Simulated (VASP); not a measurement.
# In3As: single point with PBE+D3(BJ)

In3As:

```xyz
4
Lattice="3.9118 0.0000 0.0000 0.0000 4.6021 0.0000 0.0000 0.0000 4.6021" Properties=species:S:1:pos:R:3 pbc="T T T"
In    0.0000    2.3011    2.3011
In    1.9559    0.0000    2.3011
In    1.9559    2.3011    0.0000
As    0.0000    0.0000    0.0000
```

This cell differs from its parent crystal: strain -0.1500 x Voigt [1, 0, 0, 0, 0, 0].

- Program: VASP 6.6.1
- Task: single point
- Functional: PBE
- Dispersion: D3(BJ)
- Potentials or basis: VASP PAW PBE potentials, release 64 (In_d, As)
- Cutoff: 520 eV
- k mesh: 10 × 10 × 10
- Occupations: gaussian, width 0.15 eV
- Spin: no spin polarisation

The pressure is 11.4 GPa. The band gap on the k mesh is zero (band 22 reaches 11.26 eV, above the bottom of band 23 at 4.92 eV). The dispersion energy per atom is -0.431 eV.

Stress tensor (GPa, compression positive):
```
11.13  0.00  0.00
 0.00 11.60  0.00
 0.00  0.00 11.60
```

Levels at points of the mesh, in eV from the Fermi level:
```csv
k point,band 19,band 20,band 21,band 22,band 23,band 24,band 25,band 26
"(0.00, 0.00, 0.00)",-4.45,-2.86,-2.57,-0.22,1.44,1.44,2.77,5.52
"(0.50, 0.00, 0.00)",-2.20,-2.20,-1.24,-0.83,-0.57,-0.57,0.32,4.40
"(0.00, 0.50, 0.00)",-3.00,-1.67,-1.46,-1.32,0.87,1.53,1.85,5.03
"(0.50, 0.50, 0.00)",-6.57,-1.39,-1.26,-0.04,0.20,1.28,1.31,1.46
"(0.00, 0.50, 0.50)",-7.37,-0.47,0.78,1.94,1.94,2.97,2.97,3.41
"(0.50, 0.50, 0.50)",-5.18,-4.46,-4.46,-4.43,-4.40,4.49,4.49,6.66
```

Wall time 4.7 min on 1 thread of Intel Xeon 6975P-C (shared host), peak memory 0.38 GiB.

Caveat: the cell differs from its parent crystal (strain -0.1500 x Voigt [1, 0, 0, 0, 0, 0]); spin-orbit coupling is left out, which moves the levels of the heavy elements; pairwise dispersion overbinds metals, which lowers pressure and volume.
